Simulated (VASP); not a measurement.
Al16Cu: single point with PBE+D3(BJ)

The system is Al16Cu, a slab with vacuum.

```xyz
17
Lattice="5.6315 0.0000 0.0000 0.0000 7.9641 0.0000 0.0000 0.0000 21.3289" Properties=species:S:1:pos:R:3 pbc="T T T"
Al    1.4079    1.9910    4.0000
Al    1.4079    5.9731    4.0000
Al    4.2236    1.9910    4.0000
Al    4.2236    5.9731    4.0000
Al    0.0000    0.0000    5.4079
Al    0.0000    3.9820    5.4079
Al    2.8157    0.0000    5.4079
Al    2.8157    3.9820    5.4079
Al    1.4079    1.9910    6.8798
Al    1.4079    5.9731    6.8798
Al    4.2236    1.9910    6.8798
Al    4.2236    5.9731    6.8798
Al    0.0000    0.0000    8.2289
Al    0.0000    3.9820    8.2289
Al    2.8157    0.0000    8.2289
Al    2.8157    3.9820    8.2289
Cu    0.0000    0.0000   11.3289
```

* Program: VASP 6.6.1
* Task: single point
* Functional: PBE
* Dispersion: D3(BJ)
* Potentials or basis: VASP PAW PBE potentials, release 64 (Al, Cu)
* Cutoff: 520 eV
* k mesh: 5 × 4 × 1
* Occupations: gaussian, width 0.1 eV
* Spin: no spin polarisation

```
Largest force              : 1.216 eV/Å
Band gap on the k mesh     : zero (an odd number of electrons rules out a gap without spin polarisation)
Dispersion energy per atom : -0.209 eV
```

Forces in eV/Å, atoms in the order of the input:
```
Al  -0.004  0.004  0.171
Al  -0.004 -0.004  0.171
Al   0.004  0.004  0.171
Al   0.004 -0.004  0.171
Al   0.000  0.000 -0.171
Al   0.000  0.000 -0.087
Al   0.000  0.000 -0.105
Al   0.000  0.000 -0.077
Al   0.048 -0.037 -0.047
Al   0.048  0.037 -0.047
Al  -0.048 -0.037 -0.047
Al  -0.048  0.037 -0.047
Al   0.000  0.000  1.115
Al   0.000  0.000  0.036
Al   0.000  0.000  0.025
Al   0.000  0.000 -0.018
Cu   0.000  0.000 -1.216
```

Levels at points of the mesh, in eV from the Fermi level:
| k point | band 26 | band 27 | band 28 | band 29 | band 30 | band 31 | band 32 | band 33 |
| --- | --- | --- | --- | --- | --- | --- | --- | --- |
| (0.00, 0.00, 0.00) | -0.77 | -0.73 | -0.68 | -0.53 | -0.30 | -0.15 | 0.06 | 0.20 |
| (0.00, 0.50, 0.00) | -0.84 | -0.83 | -0.77 | -0.76 | -0.11 | 0.26 | 0.28 | 0.29 |

Wall time 33 min on 1 thread of Intel Xeon 8259CL, on a shared host, peak memory 0.89 GiB.
